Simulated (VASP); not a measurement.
# Hf (Fm-3m) in VASP: notebook, part 2 of 2

VASP 6.6.1. The steps go on from the part before.

## Step 3: Single point, LDA

This run uses another cell than the first one, of 22.32 Å³/atom, 1.020 times its volume.

Input file INCAR:

```
PREC = Accurate
ENCUT = 520
EDIFF = 1E-6
ISMEAR = -1
SIGMA = 0.05
LREAL = False
LASPH = True
NELM = 80
ALGO = Normal
ISIF = 2
LWAVE = False
LCHARG = True
GGA = CA
LELF = True
LVHAR = True
NBANDS = 11
```

Input file KPOINTS:

```
regular mesh
0
Gamma
  10 10 10
```

Input file POSCAR:

```
Hf
1.0
    0.0000000000      2.2347024152      2.2347024152
    2.2347024152      0.0000000000      2.2347024152
    2.2347024152      2.2347024152      0.0000000000
Hf
1
Direct
    0.0000000000      0.0000000000      0.0000000000
```

Potentials or basis: VASP PAW LDA potentials, release 64 (Hf_pv).

Command:

```sh
> cat potpaw_LDA.64/Hf_pv/POTCAR > POTCAR
> mpirun -np 1 vasp_std > vasp.out
```

OUTCAR:

```text
PREC = Accurate
   ENCUT = 520
   EDIFF = 1E-6
   ISMEAR = -1
   LREAL = False
   LASPH = True
   NELM = 80
   ISIF = 2
   GGA = CA

 ion  position               nearest neighbor table
   1  0.000  0.000  0.000-

  LATTYP: Found a face centered cubic cell.
 ALAT       =     4.4694048304

  Lattice vectors:

 A1 = (   0.0000000000,   2.2347024152,   2.2347024152)
 A2 = (   2.2347024152,   0.0000000000,   2.2347024152)
 A3 = (   2.2347024152,   2.2347024152,   0.0000000000)

Analysis of symmetry for initial positions (statically):
=====================================================================
 Subroutine PRICEL returns:
 Original cell was already a primitive cell.

 Routine SETGRP: Setting up the symmetry group for a
 face centered cubic supercell.

 Subroutine GETGRP returns: Found 48 space group operations
 (whereof 48 operations were pure point group operations)
 out of a pool of 48 trial point group operations.

The static configuration has the point symmetry O_h .

Analysis of symmetry for dynamics (positions and initial velocities):
=====================================================================
 Subroutine PRICEL returns:
 Original cell was already a primitive cell.

 Routine SETGRP: Setting up the symmetry group for a
 face centered cubic supercell.

 Subroutine GETGRP returns: Found 48 space group operations
 (whereof 48 operations were pure point group operations)
 out of a pool of 48 trial point group operations.

The dynamic configuration has the point symmetry O_h .

 Subroutine INISYM returns: Found 48 space group operations
 (whereof 48 operations are pure point group operations),
 and found     1 'primitive' translations

----------------------------------------------------------------------------------------

                                     Primitive cell

  volume of cell :      22.3197

  direct lattice vectors                    reciprocal lattice vectors
     0.000000000  2.234702415  2.234702415    -0.223743437  0.223743437  0.223743437
     2.234702415  0.000000000  2.234702415     0.223743437 -0.223743437  0.223743437
     2.234702415  2.234702415  0.000000000     0.223743437  0.223743437 -0.223743437

  length of vectors
     3.160346463  3.160346463  3.160346463     0.387535001  0.387535001  0.387535001

  position of ions in fractional coordinates (direct lattice)
     0.000000000  0.000000000  0.000000000

  ion indices of the primitive-cell ions
   primitive index   ion index
                 1           1

----------------------------------------------------------------------------------------

 KPOINTS: regular mesh

Automatic generation of k-mesh.
 Grid dimensions read from file:
 generate k-points for:   10   10   10

 Generating k-lattice:

  Cartesian coordinates                     Fractional coordinates (reciprocal lattice)
    -0.022374344  0.022374344  0.022374344     0.100000000  0.000000000  0.000000000
     0.022374344 -0.022374344  0.022374344     0.000000000  0.100000000  0.000000000
     0.022374344  0.022374344 -0.022374344     0.000000000  0.000000000  0.100000000

  Length of vectors
     0.038753500  0.038753500  0.038753500

  Shift w.r.t. Gamma in fractional coordinates (k-lattice)
     0.000000000  0.000000000  0.000000000

 Subroutine IBZKPT returns following result:
 ===========================================

 Found     47 irreducible k-points:

 Following reciprocal coordinates:
            Coordinates               Weight
  0.000000  0.000000  0.000000      1.000000
  0.100000  0.000000  0.000000      8.000000
  0.200000  0.000000  0.000000      8.000000
  0.300000  0.000000  0.000000      8.000000
  0.400000  0.000000  0.000000      8.000000
  0.500000  0.000000  0.000000      4.000000
[... 16 lines left out ...]
  0.300000  0.300000  0.000000      6.000000
  0.400000  0.300000  0.000000     24.000000
 [... further k-points ...]
   k-points           NKPTS =     47   k-points in BZ     NKDIM =     47   number of bands    NBANDS=     11
   number of dos      NEDOS =    301   number of ions     NIONS =      1
   total plane-waves  NPLWV =  13824
   dimension x,y,z NGX =    24 NGY =   24 NGZ =   24
   dimension x,y,z NGXF=    48 NGYF=   48 NGZF=   48
   ions per type =               1
   NGX,Y,Z   is equivalent  to a cutoff of  12.62, 12.62, 12.62 a.u.
   NGXF,Y,Z  is equivalent  to a cutoff of  25.25, 25.25, 25.25 a.u.
 SYSTEM =  unknown system
   PREC   = accura    normal or accurate (medium, high low for compatibility)
   ISTART =      0    job   : 0-new  1-cont  2-samecut
   ICHARG =      2    charge: 1-file 2-atom 10-const
   ISPIN  =      1    spin polarized calculation?
   LNONCOLLINEAR =      F non collinear calculations
   LSORBIT =      F    spin-orbit coupling
   LASPH  =      T    aspherical Exc in radial PAW
   ENCUT  =  520.0 eV  38.22 Ry    6.18 a.u.   5.88  5.88  5.88*2*pi/ulx,y,z
   NELM   =     80;   NELMIN=  2; NELMDL= -5     # of ELM steps
   EDIFF  = 0.1E-05   stopping-criterion for ELM
   LREAL  =      F    real-space projection
   EDIFFG = 0.1E-04   stopping-criterion for IOM
   NSW    =      0    number of steps for IOM
   IBRION =     -1    ionic relax: 0-MD 1-quasi-New 2-CG
   NFREE  =      0    steps in history (QN), initial steepest desc. (CG)
   ISIF   =      2    stress and relaxation
   ISYM   =      2    0-nonsym 1-usesym 2-fastsym
   POTIM  = 0.5000    time-step for ionic-motion
   TEBEG  =    0.0;   TEEND  =   0.0 temperature during run
   PSTRESS=    0.0 pullay stress
   NELECT =      10.0000    total number of electrons
   NUPDOWN=      -1.0000    fix difference up-down
   EMIN   =  10.00;   EMAX   =-10.00  energy-range for DOS
   EFERMI =   0.00;   METHOD = LEGACY
   ISMEAR =    -1;   SIGMA  =   0.05  broadening in eV -4-tet -1-fermi 0-gaus
   EFERMI_NEDOS =   21; number of points for ismear=-14 and -15
   IALGO  =     38    algorithm
   IMIX   =      4    mixing-type and parameters
     AMIX     =   0.40;   BMIX     =  1.00
     AMIX_MAG =   1.60;   BMIX_MAG =  1.00
  volume/ion in A,a.u.               =      22.32       150.62
  Fermi-wavevector in a.u.,A,eV,Ry     =   1.252694  2.367249 21.350851  1.569243
  Thomas-Fermi vector in A             =   2.386583
   LORBIT       =      0    0 simple, 1 ext, 2 COOP (PROOUT), +10 PAW based schemes
   GGA     = CA    functional components
   LHFCALC =     F    Hartree Fock is set to
   AEXX    =    0.0000 exact exchange contribution
   IVDW    =     0    specifies the selected vdW correction
   LEPSILON=     F    determine dielectric tensor
   LRPA    =     F    only Hartree local field effects (RPA)
 non-spin polarized calculation
  energy-cutoff  :      520.00
  volume of cell :       22.32
 maximum number of plane-waves:       620
   NGX = 11   NGY = 11   NGZ = 11

 number of electron      10.0000000 magnetization

 number of electron       9.9999999 magnetization

 Free energy of the ion-electron system (eV)
  ---------------------------------------------------
  ext. energy  EPLUGINS =         0.00000000
  ---------------------------------------------------
  free energy    TOTEN  =       -10.60101239 eV

  energy without entropy =      -10.58986191  energy(sigma->0) =      -10.59543715

 E-fermi :   4.6457     XC(G=0): -11.4817

 val. band max:        4.6331392378   @ k =   0.3000   0.0000   0.0000
 cond. band min:       4.6511622394   @ k =  -0.2000   0.1000   0.0000
 fundamental gap:      0.0180230016
 Fermi energy:         4.6457092881

 k-point     1 :       0.0000    0.0000    0.0000
  band No.  band energies     occupation
      1     -25.2156      2.00000
      2     -25.2156      2.00000
      3     -25.2156      2.00000
      4      -2.5234      2.00000
      5       5.9637      0.00000
      6       5.9637      0.00000
      7       5.9637      0.00000
      8       8.7176      0.00000
      9       8.7176      0.00000
     10      16.0681      0.00000
     11      16.7545      0.00000

 k-point     2 :       0.1000    0.0000    0.0000
  band No.  band energies     occupation
      1     -25.3006      2.00000
      2     -25.2264      2.00000
      3     -25.2264      2.00000
      4      -2.1749      2.00000
      5       5.6365      0.00000
      6       6.1229      0.00000
      7       6.1229      0.00000
      8       8.5556      0.00000
      9       8.5556      0.00000
     10      16.7536      0.00000
     11      16.8054      0.00000
[... 295 lines left out ...]
 k-point    24 :       0.4000    0.3000    0.0000
  band No.  band energies     occupation
      1     -25.8560      2.00000
      2     -25.4748      2.00000
      3     -25.4477      2.00000
      4       1.3729      2.00000
      5       3.1122      2.00000
      6       5.4833      0.00000
      7       8.6591      0.00000
      8       9.6769      0.00000
      9      10.7057      0.00000
     10      16.3172      0.00000
     11      16.7815      0.00000

 [... further k-points ...]
[... 5 lines left out ...]
  --------------------------------------------------------------------------------------
  -------------------------------------------------------------------------------------
  Total       -1.0609670     -1.0609670     -1.0609670      0.0000000     -0.0000000      0.0000000
  in kB      -76.1593742    -76.1593742    -76.1593742      0.0000000     -0.0000000      0.0000000
  external PRESSURE =     -76.1593742 kB  Pullay stress =       0.0000000 kB

 VOLUME and BASIS-vectors are now :
 -----------------------------------------------------------------------------
  energy-cutoff  :      520.00
  volume of cell :       22.32
      direct lattice vectors                 reciprocal lattice vectors
     0.000000000  2.234702415  2.234702415    -0.223743437  0.223743437  0.223743437
     2.234702415  0.000000000  2.234702415     0.223743437 -0.223743437  0.223743437
     2.234702415  2.234702415  0.000000000     0.223743437  0.223743437 -0.223743437

 POSITION                                       TOTAL-FORCE (eV/Angst)
 -----------------------------------------------------------------------------------
      0.00000      0.00000      0.00000         0.000000      0.000000     -0.000000
 -----------------------------------------------------------------------------------
    total drift:                               -0.000000      0.000000      0.000000

  FREE ENERGIE OF THE ION-ELECTRON SYSTEM (eV)
  ---------------------------------------------------
  free  energy   TOTEN  =       -10.6010123872 eV

  energy  without entropy=      -10.5898619074  energy(sigma->0) =      -10.59543715
```

stdout:

```text
POSCAR found type information on POSCAR Hf
 POSCAR found :  1 types and       1 ions
 scaLAPACK will be used
 LDA part: xc-table for (Slater(with rela. corr.)+CA(PZ))
 , standard interpolation
 POSCAR, INCAR and KPOINTS ok, starting setup
 FFT: planning ... GRIDC
 FFT: planning ... GRID_SOFT
 FFT: planning ... GRID
 WAVECAR not read
 entering main loop
```

Run time: 4.7 s. Hardware: 1 thread of Intel Xeon 6975P-C (Granite Rapids), shared host; peak memory 0.13 GiB.

Results:

- Free energy: -10.6010 eV
- Pressure: -7.6 GPa
- Band gap on the k mesh: zero (band 5 reaches 5.96 eV, above the bottom of band 6 at 4.24 eV)

Levels at points of the mesh, in eV from the Fermi level:
```tsv
k point	band 3	band 4	band 5	band 6	band 7	band 8
(0.00, 0.00, 0.00)	-29.86	-7.17	1.32	1.32	1.32	4.07
(0.50, 0.00, 0.00)	-29.97	-3.65	0.72	1.09	1.09	6.22
(0.50, 0.50, 0.00)	-30.16	-3.28	-2.17	2.65	6.21	6.86
```

Caveat: spin-orbit coupling is left out, which moves the levels of the heavy elements.

## Step 4: Single point, LDA

This run uses another cell than the first one, of 22.76 Å³/atom, 1.040 times its volume.

Input file INCAR:

```
PREC     = Accurate       # precision mode
ENCUT    = 520            # plane-wave cutoff, eV
EDIFF    = 1E-7           # SCF threshold, eV
ISMEAR   = -1             # smearing method
SIGMA    = 0.05           # smearing width, eV
LREAL    = F              # projectors in reciprocal space
LASPH    = T              # aspherical terms in the spheres
NELM     = 100            # most SCF steps
ALGO     = Normal         # electronic algorithm
ISIF     = 2              # what is computed and relaxed
LWAVE    = F              # write WAVECAR
LCHARG   = F              # write CHGCAR
GGA      = CA             # functional
NBANDS   = 11             # bands
```

KPOINTS is that of step 3.

Input file POSCAR:

```
Hf
1.0
    0.0000000000      2.2492138765      2.2492138765
    2.2492138765      0.0000000000      2.2492138765
    2.2492138765      2.2492138765      0.0000000000
Hf
1
Direct
    0.0000000000      0.0000000000      0.0000000000
```

Command:

```sh
> cat potpaw_LDA.64/Hf_pv/POTCAR > POTCAR
> mpirun -np 1 vasp_std > vasp.out
```

Run time: 4.2 s. Hardware: 1 thread of Intel Xeon 6975P-C (Granite Rapids), shared host; peak memory 0.13 GiB.

Results (log left out):

```
Free energy            : -10.5779 eV
Pressure               : -9.3 GPa
Band gap on the k mesh : zero (band 5 reaches 5.82 eV, above the bottom of band 6 at 4.11 eV)
```

Levels at points of the mesh, in eV from the Fermi level:
```csv
k point,band 3,band 4,band 5,band 6,band 7,band 8
"(0.00, 0.00, 0.00)",-29.93,-7.10,1.31,1.31,1.31,3.99
"(0.50, 0.00, 0.00)",-30.04,-3.60,0.66,1.09,1.09,6.08
"(0.50, 0.50, 0.00)",-30.21,-3.21,-2.11,2.55,6.07,6.70
```

Caveat: spin-orbit coupling is left out, which moves the levels of the heavy elements.

## Step 5: Single point, PBEsol

This run uses another cell than the first one, of 22.32 Å³/atom, 1.020 times its volume.

Input file INCAR:

```
SYSTEM = Hf
PREC     = Accurate       ! precision mode
ENCUT    = 520            ! plane-wave cutoff, eV
EDIFF    = 1E-6           ! SCF threshold, eV
ISMEAR   = -1             ! smearing method
SIGMA    = 0.05           ! smearing width, eV
LREAL    = .False.        ! projectors in reciprocal space
LASPH    = .True.         ! aspherical terms in the spheres
NELM     = 80             ! most SCF steps
ALGO     = Normal         ! electronic algorithm
ISIF     = 2              ! what is computed and relaxed
LWAVE    = .False.        ! write WAVECAR
LCHARG   = .True.         ! write CHGCAR
GGA      = PS             ! functional
LELF     = .True.         ! ELF
LVHAR    = .True.       
NBANDS   = 11             ! bands
```

Input file KPOINTS:

```
Automatic mesh
0
Gamma
  10 10 10
  0 0 0
```

Input file POSCAR:

```
Hf
1.0
    0.0000000000      2.2347024152      2.2347024152
    2.2347024152      0.0000000000      2.2347024152
    2.2347024152      2.2347024152      0.0000000000
Hf
1
Direct
    0.0000000000      0.0000000000      0.0000000000
```

Potentials or basis: VASP PAW PBE potentials, release 64 (Hf_pv).

Command:

```sh
> cat potpaw_PBE.64/Hf_pv/POTCAR > POTCAR
> mpirun -np 1 vasp_std > vasp.out
```

Wall time 4.8 s (1 thread of Intel Xeon 6975P-C (Granite Rapids), shared host); peak memory 0.14 GiB.

Results (log left out):

```
Free energy            : -10.4307 eV
Pressure               : -4.1 GPa
Band gap on the k mesh : zero (band 5 reaches 5.99 eV, above the bottom of band 6 at 4.20 eV)
```

Levels at points of the mesh, in eV from the Fermi level:
```csv
k point,band 3,band 4,band 5,band 6,band 7,band 8
"(0.00, 0.00, 0.00)",-29.96,-7.23,1.38,1.38,1.38,4.17
"(0.50, 0.00, 0.00)",-30.07,-3.66,0.60,1.16,1.16,6.31
"(0.50, 0.50, 0.00)",-30.26,-3.28,-2.14,2.54,6.32,6.95
```

Caveat: the PAW data sets were made with another functional, which shifts forces and pressure a little; spin-orbit coupling is left out, which moves the levels of the heavy elements.

## Step 6: Single point, LDA

This run uses another cell than the first one, of 23.20 Å³/atom, 1.060 times its volume.

Input file INCAR:

```
  ALGO = Normal
  EDIFF = 1E-6
  ENCUT = 520
  ISIF = 2
  ISMEAR = -1
  LASPH = T
  LCHARG = F
  LREAL = F
  LWAVE = F
  NBANDS = 11
  NELM = 60
  PREC = Accurate
  SIGMA = 0.05
```

Input file KPOINTS:

```
k-points
0
Gamma
  10 10 10
```

Input file POSCAR:

```
Hf
1.0
    0.0000000000      2.2635404658      2.2635404658
    2.2635404658      0.0000000000      2.2635404658
    2.2635404658      2.2635404658      0.0000000000
Hf
1
Direct
    0.0000000000      0.0000000000      0.0000000000
```

Potentials or basis: VASP PAW LDA potentials, release 64 (Hf_pv).

Command:

```sh
> cat potpaw_LDA.64/Hf_pv/POTCAR > POTCAR
> mpirun -np 1 vasp_std > vasp.out
```

Wall time 4.3 s (1 thread of Intel Xeon 6975P-C (Granite Rapids), shared host); peak memory 0.13 GiB.

It converged, with:

```
Free energy            : -10.5502 eV
Pressure               : -10.9 GPa
Band gap on the k mesh : zero (band 5 reaches 5.68 eV, above the bottom of band 6 at 3.98 eV)
```

Levels at points of the mesh, in eV from the Fermi level:
| k point | band 2 | band 3 | band 4 | band 5 | band 6 | band 7 | band 8 | band 9 |
| --- | --- | --- | --- | --- | --- | --- | --- | --- |
| (0.00, 0.00, 0.00) | -30.00 | -30.00 | -7.04 | 1.30 | 1.30 | 1.30 | 3.91 | 3.91 |
| (0.50, 0.00, 0.00) | -30.10 | -30.10 | -3.54 | 0.60 | 1.08 | 1.08 | 5.95 | 5.95 |
| (0.50, 0.50, 0.00) | -30.27 | -30.27 | -3.13 | -2.04 | 2.45 | 5.93 | 6.55 | 6.55 |

Caveat: spin-orbit coupling is left out, which moves the levels of the heavy elements.

## Step 7: Summary

| level | potentials or basis | cell | gap on the mesh (eV) | pressure (GPa) |
| --- | --- | --- | --- | --- |
| LDA | VASP PAW LDA potentials, release 64 (Hf_pv) | a = 3.140 Å, angles 60.0°, 1 atom | none | -5.7 |
| LDA | VASP PAW LDA potentials, release 64 (Hf_pv) | a = 3.160 Å, angles 60.0°, 1 atom | none | -7.6 |
| LDA | VASP PAW LDA potentials, release 64 (Hf_pv) | a = 3.181 Å, angles 60.0°, 1 atom | none | -9.3 |
| PBEsol | VASP PAW PBE potentials, release 64 (Hf_pv) | a = 3.160 Å, angles 60.0°, 1 atom | none | -4.1 |
| LDA | VASP PAW LDA potentials, release 64 (Hf_pv) | a = 3.201 Å, angles 60.0°, 1 atom | none | -10.9 |

Alike in all rows: task single point; no spin polarisation; k mesh 10 × 10 × 10; cutoff (eV) 520; smearing fermi-dirac 0.05 eV.

Caveats: spin-orbit coupling is left out, which moves the levels of the heavy elements; the PAW data sets were made with another functional, which shifts forces and pressure a little (some runs).

Total energies depend on the potentials used, so only differences within one code and one set of settings carry meaning.
